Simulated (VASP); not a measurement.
# Rh (P6/mmm) in VASP: single point with r2SCAN

Aim: the single point of Rh with r2SCAN.

All numbers are computed with VASP 6.6.1; they aren't measurements. Logs are shortened: lines on timing, memory, paths and dates and some standing lists are left out, and cuts for length are marked.

### Step 1. The cell of the first run

The structure is hexagonal, space group P6/mmm (No. 191). Conventional cell: a = 4.288 Å, b = 4.288 Å, c = 2.660 Å, α = 90.00°, β = 90.00°, γ = 120.00°. Within 3.5 Å of Rh (site symmetry 6/mmm) lie 14 Rh at 2.66 to 2.81 Å. Rh (site symmetry -6m2) has 11 Rh at 2.48 to 2.81 Å within 3.3 Å.

This isn't the form of Rh at room conditions, which is fcc.

### Step 2. Single point, r2SCAN

The input, POSCAR:

```
Rh
1.0
    4.2876396613      0.0000000000      0.0000000000
   -2.1438198307      3.7132048690      0.0000000000
    0.0000000000      0.0000000000      2.6601415685
Rh
3
Direct
    0.0000000000      0.0000000000      0.0000000000
    0.3333333333      0.6666666667      0.5000000000
    0.6666666667      0.3333333333      0.5000000000
```

The input, INCAR.step1:

```
ALGO = Normal ; EDIFF = 1E-5
ENCUT = 680 ; GGA = PE
GGA_COMPAT = False ; ISMEAR = 0
LASPH = True ; LCHARG = False
LREAL = False ; LWAVE = True
NBANDS = 32 ; NELM = 120
PREC = Accurate ; SIGMA = 0.1
```

The input, INCAR.step2:

```
ALGO = Normal ; EDIFF = 1E-6
ENCUT = 680 ; GGA_COMPAT = False
ISIF = 2 ; ISMEAR = 0
ISTART = 1 ; LASPH = True
LCHARG = True ; LELF = True
LMIXTAU = True ; LREAL = False
LVHAR = True ; LWAVE = False
METAGGA = R2SCAN ; NBANDS = 32
NELM = 120 ; PREC = Accurate
SIGMA = 0.1
```

The input, KPOINTS:

```
k-points
0
Gamma
  6 6 6
```

Potentials or basis: VASP PAW PBE potentials, release 64 (Rh_sv_GW).

The run is started by

```sh
> cat potpaw_PBE.64/Rh_sv_GW/POTCAR > POTCAR
> cp INCAR.step1 INCAR
> mpirun -np 1 vasp_std > vasp.out
> cp INCAR.step2 INCAR
> mpirun -np 1 vasp_std > vasp.out
```

OUTCAR:

```text
EDIFF = 1E-6
   ENCUT = 680
   ISIF = 2
   ISMEAR = 0
   ISTART = 1
   LASPH = True
   LREAL = False
   METAGGA = R2SCAN
   NELM = 120
   PREC = Accurate

 ion  position               nearest neighbor table
   1  0.000  0.000  0.000-
   2  0.333  0.667  0.500-   3 2.48   3 2.48   3 2.48
   3  0.667  0.333  0.500-   2 2.48   2 2.48   2 2.48

  LATTYP: Found a hexagonal cell.
 ALAT       =     4.2876396613
 C/A-ratio  =     0.6204209725

  Lattice vectors:

 A1 = (   4.2876396613,   0.0000000000,   0.0000000000)
 A2 = (  -2.1438198307,   3.7132048690,   0.0000000000)
 A3 = (   0.0000000000,   0.0000000000,   2.6601415685)

Analysis of symmetry for initial positions (statically):
=====================================================================
 Subroutine PRICEL returns:
 Original cell was already a primitive cell.

 Routine SETGRP: Setting up the symmetry group for a
 hexagonal supercell.

 Subroutine GETGRP returns: Found 24 space group operations
 (whereof 24 operations were pure point group operations)
 out of a pool of 24 trial point group operations.

The static configuration has the point symmetry D_6h.

Analysis of symmetry for dynamics (positions and initial velocities):
=====================================================================
 Subroutine PRICEL returns:
 Original cell was already a primitive cell.

 Routine SETGRP: Setting up the symmetry group for a
 hexagonal supercell.

 Subroutine GETGRP returns: Found 24 space group operations
 (whereof 24 operations were pure point group operations)
 out of a pool of 24 trial point group operations.

The dynamic configuration has the point symmetry D_6h.

 Subroutine INISYM returns: Found 24 space group operations
 (whereof 24 operations are pure point group operations),
 and found     1 'primitive' translations

----------------------------------------------------------------------------------------

                                     Primitive cell

  volume of cell :      42.3518

  direct lattice vectors                    reciprocal lattice vectors
     4.287639661  0.000000000  0.000000000     0.233228554  0.134654569  0.000000000
    -2.143819831  3.713204869  0.000000000     0.000000000  0.269309137  0.000000000
     0.000000000  0.000000000  2.660141568     0.000000000  0.000000000  0.375919843

  length of vectors
     4.287639661  4.287639661  2.660141568     0.269309137  0.269309137  0.375919843

  position of ions in fractional coordinates (direct lattice)
     0.000000000  0.000000000  0.000000000
     0.333333333  0.666666667  0.500000000
     0.666666667  0.333333333  0.500000000

  ion indices of the primitive-cell ions
   primitive index   ion index
                 1           1
                 2           2
                 3           3

----------------------------------------------------------------------------------------

 KPOINTS: k-points

Automatic generation of k-mesh.
 Grid dimensions read from file:
 generate k-points for:    6    6    6

 Generating k-lattice:

  Cartesian coordinates                     Fractional coordinates (reciprocal lattice)
     0.038871426  0.022442428  0.000000000     0.166666667 -0.000000000  0.000000000
     0.000000000  0.044884856  0.000000000     0.000000000  0.166666667  0.000000000
     0.000000000  0.000000000  0.062653307     0.000000000  0.000000000  0.166666667

  Length of vectors
     0.044884856  0.044884856  0.062653307

  Shift w.r.t. Gamma in fractional coordinates (k-lattice)
     0.000000000  0.000000000  0.000000000

 Subroutine IBZKPT returns following result:
 ===========================================

 Found     28 irreducible k-points:

 Following reciprocal coordinates:
            Coordinates               Weight
  0.000000  0.000000  0.000000      1.000000
  0.166667  0.000000  0.000000      6.000000
  0.333333  0.000000  0.000000      6.000000
  0.500000 -0.000000  0.000000      3.000000
  0.166667  0.166667  0.000000      6.000000
  0.333333  0.166667  0.000000     12.000000
[... 16 lines left out ...]
  0.166667  0.000000  0.500000      6.000000
  0.333333  0.000000  0.500000      6.000000
 [... further k-points ...]
   k-points           NKPTS =     28   k-points in BZ     NKDIM =     28   number of bands    NBANDS=     32
   number of dos      NEDOS =    301   number of ions     NIONS =      3
   total plane-waves  NPLWV =  31104
   dimension x,y,z NGX =    36 NGY =   36 NGZ =   24
   dimension x,y,z NGXF=    72 NGYF=   72 NGZF=   48
   ions per type =               3
   NGX,Y,Z   is equivalent  to a cutoff of  13.96, 13.96, 15.00 a.u.
   NGXF,Y,Z  is equivalent  to a cutoff of  27.92, 27.92, 30.00 a.u.
 SYSTEM =  unknown system
   PREC   = accura    normal or accurate (medium, high low for compatibility)
   ISTART =      1    job   : 0-new  1-cont  2-samecut
   ICHARG =      0    charge: 1-file 2-atom 10-const
   ISPIN  =      1    spin polarized calculation?
   LNONCOLLINEAR =      F non collinear calculations
   LSORBIT =      F    spin-orbit coupling
   LASPH  =      T    aspherical Exc in radial PAW
   ENCUT  =  680.0 eV  49.98 Ry    7.07 a.u.   9.12  9.12  5.66*2*pi/ulx,y,z
   NELM   =    120;   NELMIN=  2; NELMDL=  0     # of ELM steps
   EDIFF  = 0.1E-05   stopping-criterion for ELM
   LREAL  =      F    real-space projection
   EDIFFG = 0.1E-04   stopping-criterion for IOM
   NSW    =      0    number of steps for IOM
   IBRION =     -1    ionic relax: 0-MD 1-quasi-New 2-CG
   NFREE  =      0    steps in history (QN), initial steepest desc. (CG)
   ISIF   =      2    stress and relaxation
   ISYM   =      2    0-nonsym 1-usesym 2-fastsym
   POTIM  = 0.5000    time-step for ionic-motion
   TEBEG  =    0.0;   TEEND  =   0.0 temperature during run
   PSTRESS=    0.0 pullay stress
   NELECT =      51.0000    total number of electrons
   NUPDOWN=      -1.0000    fix difference up-down
   EMIN   =  10.00;   EMAX   =-10.00  energy-range for DOS
   EFERMI =   0.00;   METHOD = LEGACY
   ISMEAR =     0;   SIGMA  =   0.10  broadening in eV -4-tet -1-fermi 0-gaus
   EFERMI_NEDOS =   21; number of points for ismear=-14 and -15
   IALGO  =     38    algorithm
   IMIX   =      4    mixing-type and parameters
     AMIX     =   0.40;   BMIX     =  1.00
     AMIX_MAG =   1.60;   BMIX_MAG =  1.00
  volume/ion in A,a.u.               =      14.12        95.27
  Fermi-wavevector in a.u.,A,eV,Ry     =   1.741704  3.291343 41.273700  3.033531
  Thomas-Fermi vector in A             =   2.814110
   LORBIT       =      0    0 simple, 1 ext, 2 COOP (PROOUT), +10 PAW based schemes
   METAGGA = R2SCAN    functional components
   LHFCALC =     F    Hartree Fock is set to
   AEXX    =    0.0000 exact exchange contribution
   IVDW    =     0    specifies the selected vdW correction
   LEPSILON=     F    determine dielectric tensor
   LRPA    =     F    only Hartree local field effects (RPA)
 non-spin polarized calculation
 Gauss-broadening in eV      SIGMA  =   0.10
  energy-cutoff  :      680.00
  volume of cell :       42.35
 maximum number of plane-waves:      1731
   NGX = 19   NGY = 19   NGZ = 11

 number of electron      50.9999993 magnetization

 Free energy of the ion-electron system (eV)
  ---------------------------------------------------
  ext. energy  EPLUGINS =         0.00000000
  ---------------------------------------------------
  free energy    TOTEN  =       -69.07995570 eV

  energy without entropy =      -69.04955669  energy(sigma->0) =      -69.06475620

 E-fermi :  10.2338     XC(G=0): -15.0478

 val. band max:       10.2216819835   @ k =   0.3333   0.1667   0.1667
 cond. band min:      10.2445795732   @ k =   0.3333   0.1667   0.0000
 fundamental gap:      0.0228975897
 Fermi energy:        10.2338070879

 k-point     1 :       0.0000    0.0000    0.0000
  band No.  band energies     occupation
      1     -70.8572      2.00000
      2     -70.6775      2.00000
      3     -70.6089      2.00000
      4     -38.2448      2.00000
      5     -38.2448      2.00000
      6     -37.8397      2.00000
[... 24 lines left out ...]
     31      19.2298      0.00000
     32      19.2298      0.00000

 k-point     2 :       0.1667    0.0000    0.0000
  band No.  band energies     occupation
      1     -70.8455      2.00000
      2     -70.6877      2.00000
      3     -70.6107      2.00000
      4     -38.2796      2.00000
      5     -38.2352      2.00000
      6     -37.7904      2.00000
[... 24 lines left out ...]
     31      19.6895      0.00000
     32      21.5008      0.00000

 k-point     3 :       0.3333    0.0000    0.0000
  band No.  band energies     occupation
      1     -70.8155      2.00000
      2     -70.7142      2.00000
      3     -70.6147      2.00000
      4     -38.3354      2.00000
      5     -38.1721      2.00000
      6     -37.7401      2.00000
[... 24 lines left out ...]
     31      19.7958      0.00000
     32      24.0466      0.00000

 k-point     4 :       0.5000   -0.0000    0.0000
  band No.  band energies     occupation
      1     -70.7911      2.00000
      2     -70.7368      2.00000
      3     -70.6167      2.00000
      4     -38.3592      2.00000
      5     -38.0934      2.00000
      6     -37.8456      2.00000
[... 24 lines left out ...]
     31      19.8785      0.00000
     32      25.7337      0.00000

 k-point     5 :       0.1667    0.1667    0.0000
  band No.  band energies     occupation
      1     -70.8244      2.00000
      2     -70.7061      2.00000
      3     -70.6138      2.00000
      4     -38.3100      2.00000
      5     -38.2090      2.00000
      6     -37.7372      2.00000
[... 584 lines left out ...]
     31      21.5731      0.00000
     32      22.2988      0.00000

 k-point    22 :       0.0000    0.0000    0.5000
  band No.  band energies     occupation
      1     -70.8003      2.00000
      2     -70.6331      2.00000
      3     -70.5721      2.00000
      4     -38.1919      2.00000
      5     -38.1919      2.00000
      6     -37.9731      2.00000
[... 24 lines left out ...]
     31      21.3104      0.00000
     32      21.3104      0.00000

 k-point    23 :       0.1667    0.0000    0.5000
  band No.  band energies     occupation
      1     -70.7905      2.00000
      2     -70.6431      2.00000
      3     -70.5721      2.00000
      4     -38.2046      2.00000
      5     -38.1678      2.00000
      6     -37.9824      2.00000
[... 24 lines left out ...]
     31      20.5309      0.00000
     32      21.1591      0.00000

 k-point    24 :       0.3333    0.0000    0.5000
  band No.  band energies     occupation
      1     -70.7652      2.00000
      2     -70.6687      2.00000
      3     -70.5721      2.00000
      4     -38.2286      2.00000
      5     -38.1557      2.00000
      6     -37.9928      2.00000
[... 24 lines left out ...]
     31      19.1630      0.00000
     32      20.8603      0.00000

 [... further k-points ...]

------------------------ aborting loop because EDIFF is reached ----------------------------------------

  FORCE on cell =-STRESS in cart. coord.  units (eV):
  Direction    XX          YY          ZZ          XY          YZ          ZX
  --------------------------------------------------------------------------------------
  -------------------------------------------------------------------------------------
  Total       -0.0204544     -0.0204544      0.0227376      0.0000000      0.0000000      0.0000000
  in kB       -0.7737939     -0.7737939      0.8601695      0.0000000      0.0000000      0.0000000
  external PRESSURE =      -0.2291394 kB  Pullay stress =       0.0000000 kB

 VOLUME and BASIS-vectors are now :
 -----------------------------------------------------------------------------
  energy-cutoff  :      680.00
  volume of cell :       42.35
      direct lattice vectors                 reciprocal lattice vectors
     4.287639661  0.000000000  0.000000000     0.233228554  0.134654569  0.000000000
    -2.143819831  3.713204869  0.000000000     0.000000000  0.269309137  0.000000000
     0.000000000  0.000000000  2.660141568     0.000000000  0.000000000  0.375919843

 POSITION                                       TOTAL-FORCE (eV/Angst)
 -----------------------------------------------------------------------------------
      0.00000      0.00000      0.00000         0.000000     -0.000000     -0.000000
     -0.00000      2.47547      1.33007        -0.000000      0.000000      0.000000
      2.14382      1.23773      1.33007        -0.000000      0.000000     -0.000000
 -----------------------------------------------------------------------------------
    total drift:                                0.000000      0.000000     -0.000000

  FREE ENERGIE OF THE ION-ELECTRON SYSTEM (eV)
  ---------------------------------------------------
  free  energy   TOTEN  =       -69.0799557010 eV

  energy  without entropy=      -69.0495566916  energy(sigma->0) =      -69.06475620
```

Wall time 3.1 min (1 thread of Intel Xeon Platinum 8259CL at 2.50GHz (Skylake/Cascade Lake), shared host); peak memory 0.22 GiB.

Results:

| Quantity | Value |
| --- | --- |
| Free energy | -69.0800 eV |
| Pressure | 0.0 GPa |
| Band gap on the k mesh | zero (an odd number of electrons rules out a gap without spin polarisation) |

Stress tensor (GPa, compression positive):
```
-0.08  0.00  0.00
 0.00 -0.08  0.00
 0.00  0.00  0.09
```

Caveat: the k points lie up to 0.39 Å⁻¹ apart, too coarse for converged energies and pressures of a metal; the PAW data sets were made with another functional, which shifts forces and pressure a little.

The gap in the log of VASP goes by the Fermi energy; the results here count the filled bands.